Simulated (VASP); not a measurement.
# Li3H3N2 (P1) in VASP: single point with PBEsol

Aim: the single point of Li3H3N2 with PBEsol.

All numbers are computed with VASP 6.6.1; they aren't measurements. Logs are shortened: lines on timing, memory, paths and dates and some standing lists are left out, and cuts for length are marked.

### 1 The cell of the first run

The typed cell holds 8 atoms: a = 6.420 Å, b = 6.325 Å, c = 5.982 Å, α = 32.83°, β = 32.56°, γ = 33.24°.

### 2 Single point, PBEsol

INCAR

```
SYSTEM = Li3H3N2
  PREC = Accurate
  ENCUT = 520
  EDIFF = 1E-7
  ISMEAR = -1
  SIGMA = 0.05
  LREAL = .FALSE.
  LASPH = .TRUE.
  NELM = 80
  ALGO = Normal
  ISIF = 2
  LWAVE = .FALSE.
  LCHARG = .FALSE.
  GGA = PS
  NBANDS = 21
```

KPOINTS

```
Automatic mesh
0
G
  6 6 6
  0 0 0
```

POSCAR

```
Li3H3N2
1.0
    1.8725642664      1.3009535094      6.0009661320
   -1.7730768235      1.2952492736      5.9317463450
    0.0500174429     -1.6781383287      5.7417114329
Li H N
3 3 2
Direct
    0.8828728951      0.7891666637      0.8729381789
    0.5752565260      0.4999934935      0.6548054730
    0.2076249840      0.0928560689      0.0222579412
    0.2513775359      0.1693469820      0.4101574735
    0.6256892870      0.4720475159      0.0323309028
   -0.1164886682      0.7173127187      0.4630475558
    0.2302923803      0.1489415785      0.2744971807
    0.7808719746      0.6637354943      0.7571257724
```

Potentials or basis: VASP PAW PBE potentials, release 64 (Li_sv, H, N).

Launch:

```
cat potpaw_PBE.64/Li_sv/POTCAR potpaw_PBE.64/H/POTCAR potpaw_PBE.64/N/POTCAR > POTCAR
mpirun -np 1 vasp_std > vasp.out
```

OUTCAR:

```text
SYSTEM = Li3H3N2
   PREC = Accurate
   ENCUT = 520
   EDIFF = 1E-7
   ISMEAR = -1
   LREAL = .FALSE.
   LASPH = .TRUE.
   NELM = 80
   ISIF = 2
   GGA = PS

 ion  position               nearest neighbor table
   1  0.883  0.789  0.873-   8 2.02   7 2.08   7 2.17   7 2.19   2 2.28   2 2.33   2 2.33   3 2.39
                             3 2.39   3 2.51
   2  0.575  0.500  0.655-   7 2.03   7 2.13   7 2.13   1 2.28   1 2.33   1 2.33
   3  0.208  0.093  0.022-   7 1.94   8 2.03   8 2.05   1 2.39   1 2.39   1 2.51
   4  0.251  0.169  0.410-   7 1.04
   5  0.626  0.472  0.032-   8 1.04
   6  0.884  0.717  0.463-   8 1.03
   7  0.230  0.149  0.274-   4 1.04   3 1.94   2 2.03   1 2.08   2 2.13   2 2.13   1 2.17   1 2.19

   8  0.781  0.664  0.757-   6 1.03   5 1.04   1 2.02   3 2.03   3 2.05

  LATTYP: Found a triclinic cell.
 ALAT       =     3.4929671922
 B/A-ratio  =     1.0025808524
 C/A-ratio  =     1.8108144762
 COS(alpha) =     0.0977400008
 COS(beta)  =     0.3716492422
 COS(gamma) =     0.4565440448

  Lattice vectors:

 A1 = (   1.8230942664,  -2.9733876023,  -0.1900349121)
 A2 = (  -1.8225468235,  -2.9790918381,  -0.2592546991)
 A3 = (   1.7730768235,  -1.2952492736,  -5.9317463450)

Analysis of symmetry for initial positions (statically):
=====================================================================
 Subroutine PRICEL returns:
 Original cell was already a primitive cell.

 Routine SETGRP: Setting up the symmetry group for a
 triclinic supercell.

 Subroutine GETGRP returns: Found  1 space group operations
 (whereof  1 operations were pure point group operations)
 out of a pool of  2 trial point group operations.

The static configuration has the point symmetry C_1 .

Analysis of symmetry for dynamics (positions and initial velocities):
=====================================================================
 Subroutine PRICEL returns:
 Original cell was already a primitive cell.

 Routine SETGRP: Setting up the symmetry group for a
 triclinic supercell.

 Subroutine GETGRP returns: Found  1 space group operations
 (whereof  1 operations were pure point group operations)
 out of a pool of  2 trial point group operations.

The dynamic configuration has the point symmetry C_1 .

 Subroutine INISYM returns: Found  1 space group operations
 (whereof  1 operations are pure point group operations),
 and found     1 'primitive' translations

[... 108 lines left out ...]
   EDIFFG = 0.1E-05   stopping-criterion for IOM
   NSW    =      0    number of steps for IOM
   IBRION =     -1    ionic relax: 0-MD 1-quasi-New 2-CG
   NFREE  =      0    steps in history (QN), initial steepest desc. (CG)
   ISIF   =      2    stress and relaxation
   ISYM   =      2    0-nonsym 1-usesym 2-fastsym
   POTIM  = 0.5000    time-step for ionic-motion
   TEBEG  =    0.0;   TEEND  =   0.0 temperature during run
   PSTRESS=    0.0 pullay stress
   NELECT =      22.0000    total number of electrons
   NUPDOWN=      -1.0000    fix difference up-down
   EMIN   =  10.00;   EMAX   =-10.00  energy-range for DOS
   EFERMI =   0.00;   METHOD = LEGACY
   ISMEAR =    -1;   SIGMA  =   0.05  broadening in eV -4-tet -1-fermi 0-gaus
   EFERMI_NEDOS =   21; number of points for ismear=-14 and -15
   IALGO  =     38    algorithm
   IMIX   =      4    mixing-type and parameters
     AMIX     =   0.40;   BMIX     =  1.00
     AMIX_MAG =   1.60;   BMIX_MAG =  1.00
  volume/ion in A,a.u.               =       7.96        53.70
  Fermi-wavevector in a.u.,A,eV,Ry     =   1.148821  2.170957 17.956825  1.319789
  Thomas-Fermi vector in A             =   2.285494
   LORBIT       =      0    0 simple, 1 ext, 2 COOP (PROOUT), +10 PAW based schemes
   GGA     = PS    functional components
   LHFCALC =     F    Hartree Fock is set to
   AEXX    =    0.0000 exact exchange contribution
   IVDW    =     0    specifies the selected vdW correction
   LEPSILON=     F    determine dielectric tensor
   LRPA    =     F    only Hartree local field effects (RPA)
 non-spin polarized calculation
  energy-cutoff  :      520.00
  volume of cell :       63.66
 maximum number of plane-waves:      1731
   NGX = 23   NGY = 23   NGZ = 23

 number of electron      21.9999997 magnetization

 Free energy of the ion-electron system (eV)
  ---------------------------------------------------
  ext. energy  EPLUGINS =         0.00000000
  ---------------------------------------------------
  free energy    TOTEN  =       -37.20034611 eV

  energy without entropy =      -37.20034611  energy(sigma->0) =      -37.20034611

 E-fermi :   2.4706     XC(G=0):  -9.0335

 val. band max:        1.3117069980   @ k =   0.0000   0.0000   0.0000
 cond. band min:       3.4774661994   @ k =   0.0000   0.0000   0.0000
 fundamental gap:      2.1657592014
 Fermi energy:         2.4705697237

 k-point     1 :       0.0000    0.0000    0.0000
  band No.  band energies     occupation
      1     -42.3945      2.00000
      2     -42.2495      2.00000
      3     -41.7607      2.00000
      4     -14.5792      2.00000
      5     -12.2063      2.00000
      6      -4.8338      2.00000
[... 565 lines left out ...]
     20      13.1586      0.00000
     21      14.7186      0.00000

 [... further k-points ...]

------------------------ aborting loop because EDIFF is reached ----------------------------------------

  FORCE on cell =-STRESS in cart. coord.  units (eV):
  Direction    XX          YY          ZZ          XY          YZ          ZX
  --------------------------------------------------------------------------------------
  -------------------------------------------------------------------------------------
  Total       -0.0138647      0.0238378      0.0480278      0.0003315     -0.0010628     -0.0147242
  in kB       -0.3489233      0.5999105      1.2086845      0.0083437     -0.0267472     -0.3705551
  external PRESSURE =       0.4865572 kB  Pullay stress =       0.0000000 kB

 VOLUME and BASIS-vectors are now :
 -----------------------------------------------------------------------------
  energy-cutoff  :      520.00
  volume of cell :       63.66
      direct lattice vectors                 reciprocal lattice vectors
     1.872564266  1.300953509  6.000966132     0.273174595  0.164571437  0.045719842
    -1.773076824  1.295249274  5.931746345    -0.275513652  0.164169078  0.050382001
     0.050017443 -1.678138329  5.741711433    -0.000876811 -0.341604933  0.074330368

 POSITION                                       TOTAL-FORCE (eV/Angst)
 -----------------------------------------------------------------------------------
      0.29765      0.70583     14.99139        -0.000542     -0.003985      0.001488
      0.22343      0.29714     10.17763         0.000441      0.008624      0.012580
      0.22526      0.35303      1.92455        -0.001093     -0.009878     -0.012423
      0.19097     -0.14192      4.86804         0.000462     -0.007845      0.042883
      0.33628      1.37116      6.74044         0.000592     -0.034674     -0.007964
      0.40574      1.30145     12.21552         0.001739      0.029144     -0.015727
      0.18088      0.03187      3.84154        -0.000539      0.002184     -0.019997
      0.32325      0.60502     12.97029        -0.001060      0.016430     -0.000840
 -----------------------------------------------------------------------------------
    total drift:                                0.000026      0.000011     -0.000068

  FREE ENERGIE OF THE ION-ELECTRON SYSTEM (eV)
  ---------------------------------------------------
  free  energy   TOTEN  =       -37.2003461108 eV

  energy  without entropy=      -37.2003461107  energy(sigma->0) =      -37.20034611
```

OSZICAR:

```text
N       E                     dE             d eps       ncg     rms          rms(c)
DAV:   1     0.116686119808E+03    0.11669E+03   -0.10247E+04  4704   0.110E+03
DAV:   2    -0.266270730189E+02   -0.14331E+03   -0.13714E+03  5465   0.275E+02
DAV:   3    -0.426927780006E+02   -0.16066E+02   -0.15933E+02  8389   0.695E+01
DAV:   4    -0.433167311465E+02   -0.62395E+00   -0.62128E+00  6555   0.156E+01
DAV:   5    -0.433390440658E+02   -0.22313E-01   -0.22311E-01  6891   0.247E+00    0.121E+01
DAV:   6    -0.375405836128E+02    0.57985E+01   -0.16691E+01  5369   0.195E+01    0.457E+00
DAV:   7    -0.373714964064E+02    0.16909E+00   -0.12599E+00  6173   0.668E+00    0.347E+00
DAV:   8    -0.372156701498E+02    0.15583E+00   -0.40574E-01  6321   0.430E+00    0.904E-01
DAV:   9    -0.372003094739E+02    0.15361E-01   -0.61228E-02  6596   0.148E+00    0.450E-01
DAV:  10    -0.372006219467E+02   -0.31247E-03   -0.10440E-02  5957   0.622E-01    0.129E-01
DAV:  11    -0.372003988141E+02    0.22313E-03   -0.13264E-03  7426   0.264E-01    0.983E-02
DAV:  12    -0.372003329594E+02    0.65855E-04   -0.39795E-04  6487   0.128E-01    0.337E-02
DAV:  13    -0.372003447598E+02   -0.11800E-04   -0.47635E-05  6671   0.538E-02    0.721E-03
DAV:  14    -0.372003459432E+02   -0.11833E-05   -0.59143E-06  7157   0.148E-02    0.467E-03
DAV:  15    -0.372003460877E+02   -0.14449E-06   -0.65946E-07  5730   0.557E-03    0.192E-03
DAV:  16    -0.372003461108E+02   -0.23102E-07   -0.90967E-08  3682   0.208E-03
   1 F= -.37200346E+02 E0= -.37200346E+02  d E =-.240271E-10
```

stdout:

```text
POSCAR found type information on POSCAR LiH N
 POSCAR found :  3 types and       8 ions
 scaLAPACK will be used
 -----------------------------------------------------------------------------
|                                                                             |
|                                                                             |
|     You enforced a specific xc type in the INCAR file but a different       |
|     I HOPE YOU KNOW WHAT YOU ARE DOING!                                     |
|                                                                             |
 -----------------------------------------------------------------------------

 LDA part: xc-table for (Slater+PW92), standard interpolation
 POSCAR, INCAR and KPOINTS ok, starting setup
 FFT: planning ... GRIDC
 FFT: planning ... GRID_SOFT
 FFT: planning ... GRID
 WAVECAR not read
 entering main loop
```

It took 4.4 min on 1 thread of Intel Xeon Platinum 8488C (Sapphire Rapids), shared host; peak memory 0.39 GiB.

What came out:

* Free energy: -37.2003 eV
* Largest force: 0.044 eV/Å
* Band gap on the k mesh: 2.17 eV

Forces on the atoms (eV/Å):
```
Li  -0.001 -0.004  0.001
Li   0.000  0.009  0.013
Li  -0.001 -0.010 -0.012
H    0.000 -0.008  0.043
H    0.001 -0.035 -0.008
H    0.002  0.029 -0.016
N   -0.001  0.002 -0.020
N   -0.001  0.016 -0.001
```

Caveat: the cutoff is under 1.25 times the usual one of these potentials, so pressure, stress and relaxed cells hold a basis-set (Pulay) error; the PAW data sets were made with another functional, which shifts forces and pressure a little. A k mesh can miss the band edges.
